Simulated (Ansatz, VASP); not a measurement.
## Two plane-wave programs on MnO2

```
CELL_PARAMETERS angstrom
2.91260 0.00000 0.00000
-1.45630 2.52239 0.00000
0.00000 0.00000 4.69162
ATOMIC_POSITIONS crystal
Mn 0.00000 0.00000 0.50000
O 0.33333 0.66667 0.70629
O 0.66667 0.33333 0.29371
```

Alike in both runs: task single point; functional LDA; k mesh 11 × 11 × 6; occupations fermi-dirac, width 0.05 eV; collinear spin.

|  | VASP | Ansatz |
| --- | --- | --- |
| version | VASP 6.6.1 | Ansatz 0.2.0 |
| potentials or method | VASP PAW LDA potentials, release 64 (Mn_pv, O) | Ansatz PAW |
| plane-wave cutoff (eV) | 520 | 420 |
| valence electrons in the cell | 25 | 27 |

VASP gave:

| Item | Value |
| --- | --- |
| gap on the k mesh at the Fermi level (eV) | 0.52 |
| least direct gap on the mesh (eV) | 0.57 |
| pressure (GPa) | -17.5 |
| traceless stress, the component that is largest in VASP (GPa) | 4.97 |
| rms of the force components (eV/Å) | 0.569 |
| net moment per atom (μB) | 1.00 |
| size of the moment on the site where the two differ most (μB) | 2.84 |

Estimate Ansatz's values.

gap on the k mesh at the Fermi level (eV): 0.65; least direct gap on the mesh (eV): 0.71; pressure (GPa): -18.2; traceless stress, the component that is largest in VASP (GPa): 5.27; rms of the force components (eV/Å): 0.605; net moment per atom (μB): 1.00; size of the moment on the site where the two differ most (μB): 2.54.

LDA's correlation is that of Perdew and Zunger in VASP and of Perdew and Wang (1992) in Ansatz. Site moments also hang on the region over which each program counts them. Atom by atom the forces differ by 0.036 eV/Å (rms over components). VASP's potentials hold 25 valence electrons a cell and Ansatz's 27, so a difference there can come from the potentials and not from the codes.

Noted on Ansatz's run: odd divisions of the mesh miss points on the zone boundary, where band edges often lie, so the gap on the mesh can be too wide.
